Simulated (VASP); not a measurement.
# ZnCu (R-3m) in VASP: a series of runs

Runs on ZnCu. Level: PBE. Tasks: single point.

Everything below comes from runs of VASP 6.6.1. Logs are shortened: lines on timing, memory, paths and dates and some standing lists are left out, and cuts for length are marked.

## Step 1: The cell of the first run

The structure is trigonal, space group R-3m (No. 166). The conventional cell has a = 3.990 Å, b = 3.990 Å, c = 5.959 Å, α = 90.00°, β = 90.00°, γ = 120.00°. Zn (site symmetry -3m) has 8 Cu at 2.51 to 2.98 Å and 6 Zn at 3.04 Å within 3.3 Å. Cu (site symmetry -3m) has 8 Zn at 2.51 to 2.98 Å and 6 Cu at 3.04 Å within 3.3 Å.

## Step 2: Single point, PBE (13.70 Å³/atom)

INCAR

```
ALGO     = Fast           # electronic algorithm
EDIFF    = 1E-6           # SCF threshold, eV
ENCUT    = 520            # plane-wave cutoff, eV
GGA      = PE             # functional
ISIF     = 2              # what is computed and relaxed
ISMEAR   = 0              # smearing method
LASPH    = True           # aspherical terms in the spheres
LCHARG   = False          # write CHGCAR
LREAL    = False          # projectors in reciprocal space
LWAVE    = False          # write WAVECAR
NBANDS   = 18             # bands
NELM     = 100            # most SCF steps
PREC     = Accurate       # precision mode
SIGMA    = 0.15           # smearing width, eV
```

KPOINTS

```
k-points
0
Gamma
  16 16 16
```

POSCAR

```
ZnCu
1.0
    3.0278588949      0.2063465992      0.2063465992
    0.2063465992      3.0278588949      0.2063465992
    0.2063465992      0.2063465992      3.0278588949
Zn Cu
1 1
Direct
    0.5000000000      0.5000000000      0.5000000000
    0.0000000000      0.0000000000      0.0000000000
```

Potentials or basis: VASP PAW PBE potentials, release 64 (Zn, Cu).

On the command line:

```bash
$ cat potpaw_PBE.64/Zn/POTCAR potpaw_PBE.64/Cu/POTCAR > POTCAR
$ mpirun -np 1 vasp_std > vasp.out
```

OUTCAR:

```text
EDIFF = 1E-6
   ENCUT = 520
   GGA = PE
   ISIF = 2
   ISMEAR = 0
   LASPH = True
   LREAL = False
   NELM = 100
   PREC = Accurate

 ion  position               nearest neighbor table
   1  0.500  0.500  0.500-   2 2.51   2 2.51   2 2.51   2 2.51   2 2.51   2 2.51
   2  0.000  0.000  0.000-   1 2.51   1 2.51   1 2.51   1 2.51   1 2.51   1 2.51

  LATTYP: Found a trigonal (rhomboedric) cell.
 ALAT       =     3.0418887760
 COS(alpha) =     0.1396458982

  Lattice vectors:

 A1 = (   3.0278588949,   0.2063465992,   0.2063465992)
 A2 = (   0.2063465992,   3.0278588949,   0.2063465992)
 A3 = (   0.2063465992,   0.2063465992,   3.0278588949)

Analysis of symmetry for initial positions (statically):
=====================================================================
 Subroutine PRICEL returns:
 Original cell was already a primitive cell.

 Routine SETGRP: Setting up the symmetry group for a
 trigonal (rhombohedral) supercell.

 Subroutine GETGRP returns: Found 12 space group operations
 (whereof 12 operations were pure point group operations)
 out of a pool of 12 trial point group operations.

The static configuration has the point symmetry D_3d.

Analysis of symmetry for dynamics (positions and initial velocities):
=====================================================================
 Subroutine PRICEL returns:
 Original cell was already a primitive cell.

 Routine SETGRP: Setting up the symmetry group for a
 trigonal (rhombohedral) supercell.

 Subroutine GETGRP returns: Found 12 space group operations
 (whereof 12 operations were pure point group operations)
 out of a pool of 12 trial point group operations.

The dynamic configuration has the point symmetry D_3d.

 Subroutine INISYM returns: Found 12 space group operations
 (whereof 12 operations are pure point group operations),
 and found     1 'primitive' translations

----------------------------------------------------------------------------------------

                                     Primitive cell

  volume of cell :      27.3900

  direct lattice vectors                    reciprocal lattice vectors
     3.027858895  0.206346599  0.206346599     0.333163584 -0.021256278 -0.021256278
     0.206346599  3.027858895  0.206346599    -0.021256278  0.333163584 -0.021256278
     0.206346599  0.206346599  3.027858895    -0.021256278 -0.021256278  0.333163584

  length of vectors
     3.041888776  3.041888776  3.041888776     0.334517014  0.334517014  0.334517014

  position of ions in fractional coordinates (direct lattice)
     0.500000000  0.500000000  0.500000000
     0.000000000  0.000000000  0.000000000

  ion indices of the primitive-cell ions
   primitive index   ion index
                 1           1
                 2           2

----------------------------------------------------------------------------------------

 KPOINTS: k-points

Automatic generation of k-mesh.
 Grid dimensions read from file:
 generate k-points for:   16   16   16

 Generating k-lattice:

  Cartesian coordinates                     Fractional coordinates (reciprocal lattice)
     0.020822724 -0.001328517 -0.001328517     0.062500000 -0.000000000 -0.000000000
    -0.001328517  0.020822724 -0.001328517    -0.000000000  0.062500000 -0.000000000
    -0.001328517 -0.001328517  0.020822724    -0.000000000 -0.000000000  0.062500000

  Length of vectors
     0.020907313  0.020907313  0.020907313

  Shift w.r.t. Gamma in fractional coordinates (k-lattice)
     0.000000000  0.000000000  0.000000000

 Subroutine IBZKPT returns following result:
 ===========================================

 Found    417 irreducible k-points:

 Following reciprocal coordinates:
            Coordinates               Weight
  0.000000  0.000000  0.000000      1.000000
  0.062500  0.000000  0.000000      6.000000
  0.125000  0.000000  0.000000      6.000000
  0.187500  0.000000  0.000000      6.000000
  0.250000  0.000000  0.000000      6.000000
  0.312500 -0.000000 -0.000000      6.000000
[... 16 lines left out ...]
 -0.125000  0.062500  0.000000     12.000000
 -0.062500  0.062500  0.000000      6.000000
 [... further k-points ...]
   k-points           NKPTS =    417   k-points in BZ     NKDIM =    417   number of bands    NBANDS=     18
   number of dos      NEDOS =    301   number of ions     NIONS =      2
   total plane-waves  NPLWV =  13824
   dimension x,y,z NGX =    24 NGY =   24 NGZ =   24
   dimension x,y,z NGXF=    48 NGYF=   48 NGZF=   48
   ions per type =               1   1
   NGX,Y,Z   is equivalent  to a cutoff of  13.12, 13.12, 13.12 a.u.
   NGXF,Y,Z  is equivalent  to a cutoff of  26.23, 26.23, 26.23 a.u.
 SYSTEM =  unknown system
   PREC   = accura    normal or accurate (medium, high low for compatibility)
   ISTART =      0    job   : 0-new  1-cont  2-samecut
   ICHARG =      2    charge: 1-file 2-atom 10-const
   ISPIN  =      1    spin polarized calculation?
   LNONCOLLINEAR =      F non collinear calculations
   LSORBIT =      F    spin-orbit coupling
   LASPH  =      T    aspherical Exc in radial PAW
   ENCUT  =  520.0 eV  38.22 Ry    6.18 a.u.   5.66  5.66  5.66*2*pi/ulx,y,z
   NELM   =    100;   NELMIN=  2; NELMDL= -5     # of ELM steps
   EDIFF  = 0.1E-05   stopping-criterion for ELM
   LREAL  =      F    real-space projection
   EDIFFG = 0.1E-04   stopping-criterion for IOM
   NSW    =      0    number of steps for IOM
   IBRION =     -1    ionic relax: 0-MD 1-quasi-New 2-CG
   NFREE  =      0    steps in history (QN), initial steepest desc. (CG)
   ISIF   =      2    stress and relaxation
   ISYM   =      2    0-nonsym 1-usesym 2-fastsym
   POTIM  = 0.5000    time-step for ionic-motion
   TEBEG  =    0.0;   TEEND  =   0.0 temperature during run
   PSTRESS=    0.0 pullay stress
   NELECT =      23.0000    total number of electrons
   NUPDOWN=      -1.0000    fix difference up-down
   EMIN   =  10.00;   EMAX   =-10.00  energy-range for DOS
   EFERMI =   0.00;   METHOD = LEGACY
   ISMEAR =     0;   SIGMA  =   0.15  broadening in eV -4-tet -1-fermi 0-gaus
   EFERMI_NEDOS =   21; number of points for ismear=-14 and -15
   IALGO  =     68    algorithm
   IMIX   =      4    mixing-type and parameters
     AMIX     =   0.40;   BMIX     =  1.00
     AMIX_MAG =   1.60;   BMIX_MAG =  1.00
[... 21 lines left out ...]
  ---------------------------------------------------
  ext. energy  EPLUGINS =         0.00000000
  ---------------------------------------------------
  free energy    TOTEN  =        -4.77857342 eV

  energy without entropy =       -4.77265107  energy(sigma->0) =       -4.77561225

 E-fermi :   4.9373     XC(G=0): -11.9971

 val. band max:        4.9243860320   @ k =  -0.3125   0.2500   0.1875
 cond. band min:       4.9426886034   @ k =   0.3125   0.0625   0.0625
 fundamental gap:      0.0183025713
 Fermi energy:         4.9372568053

 k-point     1 :       0.0000    0.0000    0.0000
  band No.  band energies     occupation
      1      -4.9154      2.00000
      2      -2.7573      2.00000
      3      -2.7573      2.00000
      4      -2.3270      2.00000
      5      -2.3270      2.00000
      6      -2.1061      2.00000
[... 10 lines left out ...]
     17      16.5303      0.00000
     18      24.2272      0.00000

 k-point     2 :       0.0625    0.0000    0.0000
  band No.  band energies     occupation
      1      -4.8468      2.00000
      2      -2.7506      2.00000
      3      -2.7449      2.00000
      4      -2.3293      2.00000
      5      -2.3239      2.00000
      6      -2.1099      2.00000
[... 10 lines left out ...]
     17      17.0948      0.00000
     18      23.5240      0.00000

 k-point     3 :       0.1250    0.0000    0.0000
  band No.  band energies     occupation
      1      -4.6427      2.00000
      2      -2.7315      2.00000
      3      -2.7084      2.00000
      4      -2.3356      2.00000
      5      -2.3153      2.00000
      6      -2.1199      2.00000
[... 10 lines left out ...]
     17      18.8369      0.00000
     18      22.2608      0.00000

 k-point     4 :       0.1875    0.0000    0.0000
  band No.  band energies     occupation
      1      -4.3091      2.00000
      2      -2.7032      2.00000
      3      -2.6492      2.00000
      4      -2.3444      2.00000
      5      -2.3032      2.00000
      6      -2.1327      2.00000
[... 10 lines left out ...]
     17      20.9139      0.00000
     18      21.0108      0.00000

 k-point     5 :       0.2500    0.0000    0.0000
  band No.  band energies     occupation
      1      -3.8629      2.00000
      2      -2.6708      2.00000
      3      -2.5635      2.00000
      4      -2.3532      2.00000
      5      -2.2897      2.00000
      6      -2.1431      2.00000
[... 10 lines left out ...]
     17      19.6716      0.00000
     18      19.8120      0.00000

 k-point     6 :       0.3125   -0.0000   -0.0000
  band No.  band energies     occupation
      1      -3.3569      2.00000
      2      -2.6400      2.00000
      3      -2.4224      2.00000
      4      -2.3598      2.00000
      5      -2.2716      2.00000
      6      -2.1451      2.00000
[... 10 lines left out ...]
     17      18.5703      0.00000
     18      18.6507      0.00000

 k-point     7 :       0.3750    0.0000    0.0000
  band No.  band energies     occupation
      1      -2.9562      2.00000
      2      -2.6160      2.00000
      3      -2.3627      2.00000
      4      -2.2909      2.00000
      5      -2.1684      2.00000
      6      -2.0109      2.00000
[... 10 lines left out ...]
     17      18.2620      0.00000
     18      18.5372      0.00000

 k-point     8 :       0.4375    0.0000    0.0000
  band No.  band energies     occupation
      1      -2.7890      2.00000
      2      -2.6015      2.00000
      3      -2.3628      2.00000
      4      -2.2775      2.00000
      5      -2.1543      2.00000
      6      -1.3738      2.00000
[... 10 lines left out ...]
     17      18.9590      0.00000
     18      19.3975      0.00000
[... 229 lines left out ...]
     17      18.9473      0.00000
     18      20.1847      0.00000

 k-point    20 :      -0.3125    0.0625    0.0000
  band No.  band energies     occupation
      1      -3.2431      2.00000
      2      -2.6293      2.00000
      3      -2.4273      2.00000
      4      -2.2958      2.00000
      5      -2.2692      2.00000
      6      -2.1601      2.00000
[... 10 lines left out ...]
     17      19.2226      0.00000
     18      20.3081      0.00000

 k-point    21 :      -0.2500    0.0625   -0.0000
  band No.  band energies     occupation
      1      -3.7370      2.00000
      2      -2.6580      2.00000
      3      -2.5553      2.00000
      4      -2.3388      2.00000
      5      -2.2764      2.00000
      6      -2.1523      2.00000
[... 10 lines left out ...]
     17      19.3024      0.00000
     18      21.4094      0.00000

 k-point    22 :      -0.1875    0.0625    0.0000
  band No.  band energies     occupation
      1      -4.1921      2.00000
      2      -2.6893      2.00000
      3      -2.6431      2.00000
      4      -2.3365      2.00000
      5      -2.2890      2.00000
      6      -2.1385      2.00000
[... 10 lines left out ...]
     17      20.5350      0.00000
     18      21.3789      0.00000

 k-point    23 :      -0.1250    0.0625    0.0000
  band No.  band energies     occupation
      1      -4.5400      2.00000
      2      -2.7177      2.00000
      3      -2.7021      2.00000
      4      -2.3310      2.00000
      5      -2.3035      2.00000
      6      -2.1239      2.00000
[... 10 lines left out ...]
     17      19.1564      0.00000
     18      21.8334      0.00000

 k-point    24 :      -0.0625    0.0625    0.0000
  band No.  band energies     occupation
      1      -4.7607      2.00000
      2      -2.7383      2.00000
      3      -2.7372      2.00000
      4      -2.3279      2.00000
      5      -2.3160      2.00000
      6      -2.1134      2.00000
[... 10 lines left out ...]
     17      17.4685      0.00000
     18      23.0420      0.00000

 [... further k-points ...]

------------------------ aborting loop because EDIFF is reached ----------------------------------------

  FORCE on cell =-STRESS in cart. coord.  units (eV):
  Direction    XX          YY          ZZ          XY          YZ          ZX
  --------------------------------------------------------------------------------------
  -------------------------------------------------------------------------------------
  Total       -0.1198754     -0.1198754     -0.1198754     -0.8865268     -0.8865268     -0.8865268
  in kB       -7.0121056     -7.0121056     -7.0121056    -51.8573609    -51.8573609    -51.8573609
  external PRESSURE =      -7.0121056 kB  Pullay stress =       0.0000000 kB

 VOLUME and BASIS-vectors are now :
 -----------------------------------------------------------------------------
  energy-cutoff  :      520.00
  volume of cell :       27.39
      direct lattice vectors                 reciprocal lattice vectors
     3.027858895  0.206346599  0.206346599     0.333163584 -0.021256278 -0.021256278
     0.206346599  3.027858895  0.206346599    -0.021256278  0.333163584 -0.021256278
     0.206346599  0.206346599  3.027858895    -0.021256278 -0.021256278  0.333163584

 POSITION                                       TOTAL-FORCE (eV/Angst)
 -----------------------------------------------------------------------------------
      1.72028      1.72028      1.72028         0.000000     -0.000000     -0.000000
      0.00000      0.00000      0.00000        -0.000000      0.000000      0.000000
 -----------------------------------------------------------------------------------
    total drift:                               -0.000000      0.000000     -0.000000

  FREE ENERGIE OF THE ION-ELECTRON SYSTEM (eV)
  ---------------------------------------------------
  free  energy   TOTEN  =        -4.7785734215 eV

  energy  without entropy=       -4.7726510747  energy(sigma->0) =       -4.77561225
```

Wall time 4 min (1 thread of Oxide Virtual Turin-like, shared host); peak memory 0.28 GiB.

What came out:

```
Free energy            : -4.7786 eV
Pressure               : -0.7 GPa
Band gap on the k mesh : zero (an odd number of electrons rules out a gap without spin polarisation)
```

Levels at points of the mesh, in eV from the Fermi level:
| k point | band 7 | band 8 | band 9 | band 10 | band 11 | band 12 | band 13 | band 14 | band 15 | band 16 |
| --- | --- | --- | --- | --- | --- | --- | --- | --- | --- | --- |
| (0.00, 0.00, 0.00) | -3.41 | -3.41 | -2.74 | -2.73 | -2.73 | 5.78 | 5.78 | 7.10 | 11.05 | 11.05 |
| (0.50, 0.00, 0.00) | -5.04 | -3.60 | -3.25 | -3.11 | -2.83 | -2.05 | 10.27 | 10.44 | 10.45 | 10.78 |
| (0.50, 0.50, 0.00) | -3.33 | -2.84 | -2.83 | -2.52 | -2.37 | -0.79 | 0.57 | 3.04 | 9.48 | 14.34 |
| (0.50, 0.50, 0.50) | -4.02 | -4.02 | -2.53 | -2.53 | 0.66 | 1.73 | 5.20 | 5.20 | 5.23 | 5.23 |

## Step 3: Single point, PBE (13.69 Å³/atom)

INCAR

```
SYSTEM = ZnCu
PREC = Accurate ; ENCUT = 520
EDIFF = 1E-6 ; ISMEAR = 0
SIGMA = 0.15 ; LREAL = .FALSE.
LASPH = .TRUE. ; NELM = 100
ALGO = Fast ; ISIF = 2
LWAVE = .FALSE. ; LCHARG = .FALSE.
GGA = PE ; NBANDS = 18
```

KPOINTS

```
Automatic mesh
0
G
  16 16 16
  0 0 0
```

POSCAR

```
ZnCu
1.0
    3.1262460531     -0.5495282598     -0.5495282598
   -0.5495282598      3.1262460531     -0.5495282598
   -0.5495282598     -0.5495282598      3.1262460531
Zn Cu
1 1
Direct
    0.5000000000      0.5000000000      0.5000000000
    0.0000000000      0.0000000000      0.0000000000
```

Potentials or basis: VASP PAW PBE potentials, release 64 (Zn, Cu).

On the command line:

```bash
$ cat potpaw_PBE.64/Zn/POTCAR potpaw_PBE.64/Cu/POTCAR > POTCAR
$ mpirun -np 1 vasp_std > vasp.out
```

It took 2.9 min on 1 thread of Oxide Virtual Turin-like, shared host; peak memory 0.28 GiB.

Results (log left out):

```
Free energy            : 2.0894 eV
Pressure               : 97.6 GPa
Band gap on the k mesh : zero (an odd number of electrons rules out a gap without spin polarisation)
```

Stress tensor (GPa, compression positive):
```
 97.62 103.30 103.30
103.30  97.62 103.30
103.30 103.30  97.62
```

Levels at points of the mesh, in eV from the Fermi level:
```
           k point  band 7  band 8  band 9  band 10  band 11  band 12  band 13  band 14  band 15  band 16
(0.00, 0.00, 0.00)   -3.22   -3.22   -2.85    -2.85    -2.73     6.78     9.92     9.92    11.38    11.38
(0.50, 0.00, 0.00)   -4.75   -4.45   -4.41    -3.40    -3.32    -2.41     7.58     7.71     8.61     8.77
(0.50, 0.50, 0.00)   -3.39   -3.22   -2.96    -2.81    -2.75    -1.58     3.36     6.16     8.73    11.57
(0.50, 0.50, 0.50)   -5.00   -4.87   -3.11    -3.11    -0.02     1.45     3.19     3.19     3.55     3.55
```

Caveat: atoms lie so close that the PAW spheres overlap strongly, which falsifies energies and pressures; the cell stands under pressure.

## Step 4: Single point, PBE (13.69 Å³/atom)

INCAR

```
PREC     = Accurate       # precision mode
ENCUT    = 520            # plane-wave cutoff, eV
EDIFF    = 1E-6           # SCF threshold, eV
ISMEAR   = 0              # smearing method
SIGMA    = 0.15           # smearing width, eV
LREAL    = False          # projectors in reciprocal space
LASPH    = True           # aspherical terms in the spheres
NELM     = 60             # most SCF steps
ALGO     = Fast           # electronic algorithm
ISIF     = 2              # what is computed and relaxed
LWAVE    = False          # write WAVECAR
LCHARG   = False          # write CHGCAR
GGA      = PE             # functional
NBANDS   = 18             # bands
```

KPOINTS

```
regular mesh
0
Gamma
  16 16 16
```

POSCAR

```
ZnCu
1.0
    3.0272735099     -0.1931160258     -0.1931160258
   -0.1931160258      3.0272735099     -0.1931160258
   -0.1931160258     -0.1931160258      3.0272735099
Zn Cu
1 1
Direct
    0.5000000000      0.5000000000      0.5000000000
    0.0000000000      0.0000000000      0.0000000000
```

On the command line:

```bash
$ cat potpaw_PBE.64/Zn/POTCAR potpaw_PBE.64/Cu/POTCAR > POTCAR
$ mpirun -np 1 vasp_std > vasp.out
```

Wall time 4.4 min (1 thread of Oxide Virtual Turin-like, shared host); peak memory 0.28 GiB.

Results (log left out):

```
Free energy            : -4.5590 eV
Pressure               : 2.6 GPa
Band gap on the k mesh : zero (an odd number of electrons rules out a gap without spin polarisation)
```

Stress tensor (GPa, compression positive):
```
 2.59 14.92 14.92
14.92  2.59 14.92
14.92 14.92  2.59
```

Levels at points of the mesh, in eV from the Fermi level:
| k point | band 9 | band 10 | band 11 | band 12 | band 13 | band 14 |
| --- | --- | --- | --- | --- | --- | --- |
| (0.00, 0.00, 0.00) | -2.78 | -2.74 | -2.74 | 5.23 | 6.74 | 6.74 |
| (0.50, 0.00, 0.00) | -3.47 | -3.07 | -2.82 | -2.07 | 9.90 | 10.15 |
| (0.50, 0.50, 0.00) | -2.85 | -2.54 | -2.47 | -0.71 | 0.36 | 3.26 |
| (0.50, 0.50, 0.50) | -2.55 | -2.55 | 1.90 | 3.40 | 3.42 | 3.42 |

## Step 5: Summary

```tsv
cell	gap on the mesh (eV)	pressure (GPa)
a = 3.042 Å, angles 82.0°, 2 atoms	none	-0.7
a = 3.221 Å, angles 107.6°, 2 atoms	none	97.6
a = 3.040 Å, angles 97.0°, 2 atoms	none	2.6
```

Alike in all rows: task single point; level PBE; potentials or basis VASP PAW PBE potentials, release 64 (Zn, Cu); no spin polarisation; k mesh 16 × 16 × 16; cutoff (eV) 520; smearing gaussian 0.15 eV.

Caveats: atoms lie so close that the PAW spheres overlap strongly, which falsifies energies and pressures (at least some runs); the cell stands under pressure (at least some runs).

Total energies depend on the potentials used, so only differences within one code and one set of settings carry meaning.
